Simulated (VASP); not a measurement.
# Ge (I4_1/amd) in VASP: further runs

Ge is run at these levels: RPBE, PBE, LDA, PBEsol+D3(BJ); tasks: single point, relaxation of cell and atoms.

Everything below comes from runs of VASP 6.6.1. Logs are shortened: lines on timing, memory, paths and dates and some standing lists are left out, and cuts for length are marked.

## (1) The cell of the first run

Symmetry: I4_1/amd, No. 141, tetragonal system. Conventional cell: a = 5.149 Å, b = 5.149 Å, c = 2.795 Å, α = 90.00°, β = 90.00°, γ = 90.00°. Ge (site symmetry -4m2) has 10 Ge at 2.67 to 3.32 Å within 3.5 Å.

## (2) Single point, RPBE

INCAR reads:

```
SYSTEM = Ge
ALGO = Normal
EDIFF = 1E-6
ENCUT = 520
GGA = RP
ISIF = 2
ISMEAR = -1
LASPH = .TRUE.
LCHARG = .TRUE.
LELF = .TRUE.
LREAL = .FALSE.
LVHAR = .TRUE.
LWAVE = .FALSE.
NBANDS = 21
NELM = 60
PREC = Accurate
SIGMA = 0.05
```

KPOINTS reads:

```
k-points
0
G
  11 11 11
  0 0 0
```

POSCAR reads:

```
Ge
1.0
   -2.5744897190      2.5744897190      1.3974126432
    2.5744897190     -2.5744897190      1.3974126432
    2.5744897190      2.5744897190     -1.3974126432
Ge
2
Direct
    0.5000000000      0.5000000000      0.0000000000
    0.2500000000      0.7500000000      0.5000000000
```

Potentials or basis: VASP PAW PBE potentials, release 64 (Ge_d).

Run with:

```sh
cat potpaw_PBE.64/Ge_d/POTCAR > POTCAR
mpirun -np 1 vasp_std > vasp.out
```

OUTCAR:

```text
SYSTEM = Ge
   EDIFF = 1E-6
   ENCUT = 520
   GGA = RP
   ISIF = 2
   ISMEAR = -1
   LASPH = .TRUE.
   LREAL = .FALSE.
   NELM = 60
   PREC = Accurate

 ion  position               nearest neighbor table
   1  0.500  0.500  0.000-   2 2.67   2 2.67   2 2.67   2 2.67
   2  0.250  0.750  0.500-   1 2.67   1 2.67   1 2.67   1 2.67

  LATTYP: Found a body centered tetragonal cell.
 ALAT       =     5.1489794380
 C/A-ratio  =     0.5427920853

  Lattice vectors:

 A1 = (  -2.5744897190,   2.5744897190,   1.3974126432)
 A2 = (   2.5744897190,  -2.5744897190,   1.3974126432)
 A3 = (   2.5744897190,   2.5744897190,  -1.3974126432)

Analysis of symmetry for initial positions (statically):
=====================================================================
 Subroutine PRICEL returns:
 Original cell was already a primitive cell.

 Routine SETGRP: Setting up the symmetry group for a
 body centered tetragonal supercell.

 Subroutine GETGRP returns: Found 16 space group operations
 (whereof  8 operations were pure point group operations)
 out of a pool of 16 trial point group operations.

The static configuration has the point symmetry D_2d.
 The point group associated with its full space group is D_4h.

Analysis of symmetry for dynamics (positions and initial velocities):
=====================================================================
 Subroutine PRICEL returns:
 Original cell was already a primitive cell.

 Routine SETGRP: Setting up the symmetry group for a
 body centered tetragonal supercell.

 Subroutine GETGRP returns: Found 16 space group operations
 (whereof  8 operations were pure point group operations)
 out of a pool of 16 trial point group operations.

The dynamic configuration has the point symmetry D_2d.
 The point group associated with its full space group is D_4h.

 Subroutine INISYM returns: Found 16 space group operations
 (whereof  8 operations are pure point group operations),
 and found     1 'primitive' translations

----------------------------------------------------------------------------------------

                                     Primitive cell

  volume of cell :      37.0482

  direct lattice vectors                    reciprocal lattice vectors
    -2.574489719  2.574489719  1.397412643     0.000000000  0.194213244  0.357804119
     2.574489719 -2.574489719  1.397412643     0.194213244  0.000000000  0.357804119
[... 76 lines left out ...]
   PREC   = accura    normal or accurate (medium, high low for compatibility)
   ISTART =      0    job   : 0-new  1-cont  2-samecut
   ICHARG =      2    charge: 1-file 2-atom 10-const
   ISPIN  =      1    spin polarized calculation?
   LNONCOLLINEAR =      F non collinear calculations
   LSORBIT =      F    spin-orbit coupling
   LASPH  =      T    aspherical Exc in radial PAW
   ENCUT  =  520.0 eV  38.22 Ry    6.18 a.u.   7.25  7.25  7.25*2*pi/ulx,y,z
   NELM   =     60;   NELMIN=  2; NELMDL= -5     # of ELM steps
   EDIFF  = 0.1E-05   stopping-criterion for ELM
   LREAL  =      F    real-space projection
   EDIFFG = 0.1E-04   stopping-criterion for IOM
   NSW    =      0    number of steps for IOM
   IBRION =     -1    ionic relax: 0-MD 1-quasi-New 2-CG
   NFREE  =      0    steps in history (QN), initial steepest desc. (CG)
   ISIF   =      2    stress and relaxation
   ISYM   =      2    0-nonsym 1-usesym 2-fastsym
   POTIM  = 0.5000    time-step for ionic-motion
   TEBEG  =    0.0;   TEEND  =   0.0 temperature during run
   PSTRESS=    0.0 pullay stress
   NELECT =      28.0000    total number of electrons
   NUPDOWN=      -1.0000    fix difference up-down
   EMIN   =  10.00;   EMAX   =-10.00  energy-range for DOS
   EFERMI =   0.00;   METHOD = LEGACY
   ISMEAR =    -1;   SIGMA  =   0.05  broadening in eV -4-tet -1-fermi 0-gaus
   EFERMI_NEDOS =   21; number of points for ismear=-14 and -15
   IALGO  =     38    algorithm
   IMIX   =      4    mixing-type and parameters
     AMIX     =   0.40;   BMIX     =  1.00
     AMIX_MAG =   1.60;   BMIX_MAG =  1.00
  volume/ion in A,a.u.               =      18.52       125.01
  Fermi-wavevector in a.u.,A,eV,Ry     =   1.491209  2.817976 30.255333  2.223704
  Thomas-Fermi vector in A             =   2.603893
   LORBIT       =      0    0 simple, 1 ext, 2 COOP (PROOUT), +10 PAW based schemes
   GGA     = RP    functional components
   LHFCALC =     F    Hartree Fock is set to
   AEXX    =    0.0000 exact exchange contribution
   IVDW    =     0    specifies the selected vdW correction
   LEPSILON=     F    determine dielectric tensor
   LRPA    =     F    only Hartree local field effects (RPA)
 non-spin polarized calculation
  energy-cutoff  :      520.00
  volume of cell :       37.05
 maximum number of plane-waves:      1029
 NGX is ok and might be reduce to    30
   NGX = 15   NGY = 15   NGZ = 15

 number of electron      28.0000028 magnetization

 Free energy of the ion-electron system (eV)
  ---------------------------------------------------
  ext. energy  EPLUGINS =         0.00000000
  ---------------------------------------------------
  free energy    TOTEN  =        -7.80702884 eV

  energy without entropy =       -7.79897881  energy(sigma->0) =       -7.80300383

 E-fermi :   6.9499     XC(G=0): -11.2147

 val. band max:        6.9303223692   @ k =   0.4545   0.2727   0.0909
 cond. band min:       6.9752922130   @ k =  -0.4545   0.0909   0.0000
 fundamental gap:      0.0449698438
 Fermi energy:         6.9498644109

 k-point     1 :       0.0000    0.0000    0.0000
  band No.  band energies     occupation
      1     -17.8985      2.00000
      2     -17.8568      2.00000
      3     -17.8247      2.00000
      4     -17.8239      2.00000
      5     -17.7200      2.00000
      6     -17.7200      2.00000
[... 565 lines left out ...]
     20      19.0772      0.00000
     21      19.5026      0.00000

 [... further k-points ...]
[... 5 lines left out ...]
  --------------------------------------------------------------------------------------
  -------------------------------------------------------------------------------------
  Total        1.1239175      1.1239175      1.0993293      0.0000000     -0.0000000      0.0000000
  in kB       48.6046726     48.6046726     47.5413402      0.0000000     -0.0000000      0.0000000
  external PRESSURE =      48.2502284 kB  Pullay stress =       0.0000000 kB

 VOLUME and BASIS-vectors are now :
 -----------------------------------------------------------------------------
  energy-cutoff  :      520.00
  volume of cell :       37.05
      direct lattice vectors                 reciprocal lattice vectors
    -2.574489719  2.574489719  1.397412643     0.000000000  0.194213244  0.357804119
     2.574489719 -2.574489719  1.397412643     0.194213244  0.000000000  0.357804119
     2.574489719  2.574489719 -1.397412643     0.194213244  0.194213244  0.000000000

 POSITION                                       TOTAL-FORCE (eV/Angst)
 -----------------------------------------------------------------------------------
      0.00000      0.00000      1.39741        -0.000000      0.000000     -0.000000
      2.57449      0.00000      0.69871         0.000000     -0.000000      0.000000
 -----------------------------------------------------------------------------------
    total drift:                                0.000000     -0.000000      0.000000

  FREE ENERGIE OF THE ION-ELECTRON SYSTEM (eV)
  ---------------------------------------------------
  free  energy   TOTEN  =        -7.8070288431 eV

  energy  without entropy=       -7.7989788134  energy(sigma->0) =       -7.80300383
```

OSZICAR:

```text
N       E                     dE             d eps       ncg     rms          rms(c)
DAV:   1     0.178236152830E+03    0.17824E+03   -0.14211E+04  5993   0.387E+03
DAV:   2     0.160633896581E+02   -0.16217E+03   -0.15723E+03  5332   0.599E+02
DAV:   3    -0.716627966305E+01   -0.23230E+02   -0.23043E+02  5997   0.133E+02
DAV:   4    -0.781400492064E+01   -0.64773E+00   -0.64728E+00  5842   0.258E+01
DAV:   5    -0.782336081271E+01   -0.93559E-02   -0.93556E-02  6064   0.339E+00    0.233E+00
DAV:   6    -0.781184399056E+01    0.11517E-01   -0.18493E-02  7120   0.232E+00    0.132E+00
DAV:   7    -0.780709443721E+01    0.47496E-02   -0.14804E-02  7180   0.181E+00    0.121E-01
DAV:   8    -0.780702287168E+01    0.71566E-04   -0.21005E-03  6758   0.822E-01    0.473E-02
DAV:   9    -0.780702977635E+01   -0.69047E-05   -0.73387E-05  6882   0.127E-01    0.116E-02
DAV:  10    -0.780702884313E+01    0.93322E-06   -0.39914E-06  5522   0.254E-02
   1 F= -.78070288E+01 E0= -.78030038E+01  d E =-.805003E-02
```

Wall time 63 s (1 thread of Intel Xeon Platinum 8488C (Sapphire Rapids), shared host); peak memory 0.22 GiB.

Results:

- Free energy: -7.8070 eV
- Pressure: 4.8 GPa
- Band gap on the k mesh: zero (band 14 reaches 8.67 eV, above the bottom of band 15 at 3.93 eV)

Stress tensor (GPa, compression positive):
```
4.86 0.00 0.00
0.00 4.86 0.00
0.00 0.00 4.75
```

Caveat: the PAW data sets were made with another functional, which shifts forces and pressure a little.

## (3) Single point, PBE

INCAR reads:

```
PREC = Accurate
ENCUT = 520
EDIFF = 1E-6
ISMEAR = 0
SIGMA = 0.014
LREAL = F
LASPH = T
NELM = 60
ALGO = Normal
ISIF = 2
LWAVE = F
LCHARG = F
GGA = PE
NBANDS = 21
```

KPOINTS reads:

```
regular mesh
0
Gamma
  11 11 11
```

POSCAR is that of step 2.

Potentials or basis: VASP PAW PBE potentials, release 64 (Ge_d).

Run with:

```sh
cat potpaw_PBE.64/Ge_d/POTCAR > POTCAR
mpirun -np 1 vasp_std > vasp.out
```

OUTCAR:

```text
PREC = Accurate
   ENCUT = 520
   EDIFF = 1E-6
   ISMEAR = 0
   LREAL = F
   LASPH = T
   NELM = 60
   ISIF = 2
   GGA = PE

 ion  position               nearest neighbor table
   1  0.500  0.500  0.000-   2 2.67   2 2.67   2 2.67   2 2.67
   2  0.250  0.750  0.500-   1 2.67   1 2.67   1 2.67   1 2.67

  LATTYP: Found a body centered tetragonal cell.
 ALAT       =     5.1489794380
 C/A-ratio  =     0.5427920853

  Lattice vectors:

 A1 = (  -2.5744897190,   2.5744897190,   1.3974126432)
 A2 = (   2.5744897190,  -2.5744897190,   1.3974126432)
 A3 = (   2.5744897190,   2.5744897190,  -1.3974126432)

Analysis of symmetry for initial positions (statically):
=====================================================================
 Subroutine PRICEL returns:
 Original cell was already a primitive cell.

 Routine SETGRP: Setting up the symmetry group for a
 body centered tetragonal supercell.

 Subroutine GETGRP returns: Found 16 space group operations
 (whereof  8 operations were pure point group operations)
 out of a pool of 16 trial point group operations.

The static configuration has the point symmetry D_2d.
 The point group associated with its full space group is D_4h.

Analysis of symmetry for dynamics (positions and initial velocities):
=====================================================================
 Subroutine PRICEL returns:
 Original cell was already a primitive cell.

 Routine SETGRP: Setting up the symmetry group for a
 body centered tetragonal supercell.

 Subroutine GETGRP returns: Found 16 space group operations
 (whereof  8 operations were pure point group operations)
 out of a pool of 16 trial point group operations.

The dynamic configuration has the point symmetry D_2d.
 The point group associated with its full space group is D_4h.

 Subroutine INISYM returns: Found 16 space group operations
 (whereof  8 operations are pure point group operations),
[... 104 lines left out ...]
   POTIM  = 0.5000    time-step for ionic-motion
   TEBEG  =    0.0;   TEEND  =   0.0 temperature during run
   PSTRESS=    0.0 pullay stress
   NELECT =      28.0000    total number of electrons
   NUPDOWN=      -1.0000    fix difference up-down
   EMIN   =  10.00;   EMAX   =-10.00  energy-range for DOS
   EFERMI =   0.00;   METHOD = LEGACY
   ISMEAR =     0;   SIGMA  =   0.01  broadening in eV -4-tet -1-fermi 0-gaus
   EFERMI_NEDOS =   21; number of points for ismear=-14 and -15
   IALGO  =     38    algorithm
   IMIX   =      4    mixing-type and parameters
     AMIX     =   0.40;   BMIX     =  1.00
     AMIX_MAG =   1.60;   BMIX_MAG =  1.00
  volume/ion in A,a.u.               =      18.52       125.01
  Fermi-wavevector in a.u.,A,eV,Ry     =   1.491209  2.817976 30.255333  2.223704
  Thomas-Fermi vector in A             =   2.603893
   LORBIT       =      0    0 simple, 1 ext, 2 COOP (PROOUT), +10 PAW based schemes
   GGA     = PE    functional components
   LHFCALC =     F    Hartree Fock is set to
   AEXX    =    0.0000 exact exchange contribution
   IVDW    =     0    specifies the selected vdW correction
   LEPSILON=     F    determine dielectric tensor
   LRPA    =     F    only Hartree local field effects (RPA)
 non-spin polarized calculation
 Gauss-broadening in eV      SIGMA  =   0.01
  energy-cutoff  :      520.00
  volume of cell :       37.05
 maximum number of plane-waves:      1029
 NGX is ok and might be reduce to    30
   NGX = 15   NGY = 15   NGZ = 15

 number of electron      28.0000028 magnetization

 Free energy of the ion-electron system (eV)
  ---------------------------------------------------
  ext. energy  EPLUGINS =         0.00000000
  ---------------------------------------------------
  free energy    TOTEN  =        -8.55981293 eV

  energy without entropy =       -8.55958153  energy(sigma->0) =       -8.55969723

 E-fermi :   6.8505     XC(G=0): -11.3193

 val. band max:        6.8465007781   @ k =  -0.4545   0.0909   0.0000
 cond. band min:       6.8576541940   @ k =   0.2727   0.0909   0.0909
 fundamental gap:      0.0111534159
 Fermi energy:         6.8505375975

 k-point     1 :       0.0000    0.0000    0.0000
  band No.  band energies     occupation
      1     -17.9537      2.00000
      2     -17.9094      2.00000
      3     -17.8782      2.00000
      4     -17.8772      2.00000
      5     -17.7719      2.00000
      6     -17.7719      2.00000
[... 565 lines left out ...]
     20      19.0107      0.00000
     21      19.4198      0.00000

 [... further k-points ...]
[... 5 lines left out ...]
  --------------------------------------------------------------------------------------
  -------------------------------------------------------------------------------------
  Total        0.6783208      0.6783208      0.8069521      0.0000000      0.0000000      0.0000000
  in kB       29.3345014     29.3345014     34.8972613      0.0000000      0.0000000      0.0000000
  external PRESSURE =      31.1887547 kB  Pullay stress =       0.0000000 kB

 VOLUME and BASIS-vectors are now :
 -----------------------------------------------------------------------------
  energy-cutoff  :      520.00
  volume of cell :       37.05
      direct lattice vectors                 reciprocal lattice vectors
    -2.574489719  2.574489719  1.397412643     0.000000000  0.194213244  0.357804119
     2.574489719 -2.574489719  1.397412643     0.194213244  0.000000000  0.357804119
     2.574489719  2.574489719 -1.397412643     0.194213244  0.194213244  0.000000000

 POSITION                                       TOTAL-FORCE (eV/Angst)
 -----------------------------------------------------------------------------------
      0.00000      0.00000      1.39741         0.000000     -0.000000     -0.000000
      2.57449      0.00000      0.69871        -0.000000      0.000000      0.000000
 -----------------------------------------------------------------------------------
    total drift:                                0.000000     -0.000000      0.000000

  FREE ENERGIE OF THE ION-ELECTRON SYSTEM (eV)
  ---------------------------------------------------
  free  energy   TOTEN  =        -8.5598129334 eV

  energy  without entropy=       -8.5595815308  energy(sigma->0) =       -8.55969723
```

Wall time 62 s (1 thread of Intel Xeon Platinum 8488C (Sapphire Rapids), shared host); peak memory 0.22 GiB.

What came out:

- Free energy: -8.5598 eV
- Pressure: 3.1 GPa
- Band gap on the k mesh: zero (band 14 reaches 8.53 eV, above the bottom of band 15 at 3.83 eV)

## (4) Single point, LDA

INCAR reads:

```
  ALGO = Normal
  EDIFF = 1E-7
  ENCUT = 520
  ISIF = 2
  ISMEAR = 0
  LASPH = T
  LCHARG = F
  LREAL = F
  LWAVE = F
  NBANDS = 21
  NELM = 80
  PREC = Accurate
  SIGMA = 0.1
```

KPOINTS reads:

```
k-points
0
Gamma
  11 11 11
```

POSCAR is that of step 3.

Potentials or basis: VASP PAW LDA potentials, release 64 (Ge_d).

Run with:

```sh
cat potpaw_LDA.64/Ge_d/POTCAR > POTCAR
mpirun -np 1 vasp_std > vasp.out
```

Run time: 65 s. Hardware: 1 thread of Intel Xeon Platinum 8488C (Sapphire Rapids), shared host; peak memory 0.2 GiB.

It converged, with:

| Quantity | Value |
| --- | --- |
| Free energy | -10.0230 eV |
| Pressure | -2.4 GPa |
| Band gap on the k mesh | zero (band 14 reaches 8.21 eV, above the bottom of band 15 at 3.57 eV) |

Stress tensor (GPa, compression positive):
```
-2.35  0.00  0.00
 0.00 -2.35  0.00
 0.00  0.00 -2.60
```

Levels at points of the mesh, in eV from the Fermi level:
```tsv
k point	band 10	band 11	band 12	band 13	band 14	band 15	band 16	band 17	band 18	band 19
(0.00, 0.00, 0.00)	-24.53	-13.32	-4.17	-2.34	-2.34	3.35	7.50	7.50	8.06	8.24
```

## (5) Relaxation of cell and atoms, PBEsol+D3(BJ)

INCAR reads:

```
ALGO     = Normal         # electronic algorithm
EDIFF    = 1E-7           # SCF threshold, eV
EDIFFG   = -0.005         # ionic threshold
ENCUT    = 600            # plane-wave cutoff, eV
GGA      = PS             # functional
IBRION   = 2              # ionic algorithm
ISIF     = 3              # what is computed and relaxed
ISMEAR   = -1             # smearing method
IVDW     = 12             # dispersion correction
LASPH    = True           # aspherical terms in the spheres
LCHARG   = False          # write CHGCAR
LREAL    = False          # projectors in reciprocal space
LWAVE    = False          # write WAVECAR
NELM     = 60             # most SCF steps
NSW      = 80             # ionic steps
PREC     = Accurate       # precision mode
SIGMA    = 0.05           # smearing width, eV
```

KPOINTS is that of step 4.

POSCAR is that of step 4.

Potentials or basis: VASP PAW PBE potentials, release 64 (Ge_d).

Run with:

```sh
cat potpaw_PBE.64/Ge_d/POTCAR > POTCAR
mpirun -np 1 vasp_std > vasp.out
```

It took 3.3 min on 1 thread of Intel Xeon Platinum 8488C (Sapphire Rapids), shared host; peak memory 0.25 GiB.

Results (log left out):

```
Free energy                            : -10.2256 eV
Relaxed volume                         : 17.71 Å³/atom
Relaxed cell                           : a = 3.843 Å, b = 3.843 Å, c = 3.843 Å, α = 97.36°, β = 97.36°, γ = 138.05°
Space group after relaxing (to 0.05 Å) : I4_1/amd (No. 141)
Energy gained by relaxing              : 9.5 meV/atom
Ionic steps                            : 7
Pressure after relaxing                : 0.0 GPa
Band gap on the k mesh                 : zero (band 14 reaches 9.02 eV, above the bottom of band 15 at 4.01 eV)
Dispersion energy per atom             : -0.348 eV
```

The path:
| step | energy change (eV) | largest force (eV/Å) | pressure (GPa) | volume (Å³) |
| --- | --- | --- | --- | --- |
| 1 | 0.0000 | 0.0000 | -3.54 | 37.05 |
| 2 | -0.0172 | 0.0000 | 1.24 | 34.90 |
| 3 | -0.0191 | 0.0000 | 0.07 | 35.39 |
| 4 | -0.0191 | 0.0000 | -0.12 | 35.42 |
| 5 | -0.0191 | 0.0000 | -0.07 | 35.42 |
| 6 | -0.0191 | 0.0000 | -0.06 | 35.42 |
| 7 | -0.0191 | 0.0000 | -0.03 | 35.42 |

Final structure:
```
Ge
1.0
    -2.53723    2.53723    1.37543
     2.53723   -2.53723    1.37543
     2.53723    2.53723   -1.37543
Ge
2
Direct
  0.50000 0.50000 0.00000
  0.25000 0.75000 0.50000
```

Levels at points of the mesh, in eV from the Fermi level:
```tsv
k point	band 12	band 13	band 14	band 15	band 16	band 17
(0.00, 0.00, 0.00)	-3.98	-2.53	-2.53	3.10	7.84	7.84
```

Caveat: the PAW data sets were made with another functional, which shifts forces and pressure a little; pairwise dispersion overbinds metals, which lowers pressure and volume.

## (6) Summary

```tsv
task	level	potentials or basis	cell	cutoff (eV)	smearing	gap on the mesh (eV)	pressure (GPa)
single point	RPBE	VASP PAW PBE potentials, release 64 (Ge_d)	as given	520	fermi-dirac 0.05 eV	none	4.8
single point	PBE	VASP PAW PBE potentials, release 64 (Ge_d)	as given	520	gaussian 0.014 eV	none	3.1
single point	LDA	VASP PAW LDA potentials, release 64 (Ge_d)	as given	520	gaussian 0.1 eV	none	-2.4
relaxation of cell and atoms	PBEsol+D3(BJ)	VASP PAW PBE potentials, release 64 (Ge_d)	relaxed	600	fermi-dirac 0.05 eV	none	0.0
```

Alike in all rows: no spin polarisation; k mesh 11 × 11 × 11.

Caveats: the PAW data sets were made with another functional, which shifts forces and pressure a little (some runs); pairwise dispersion overbinds metals, which lowers pressure and volume (some runs).

Absolute energies hang on the potentials; compare differences alone.
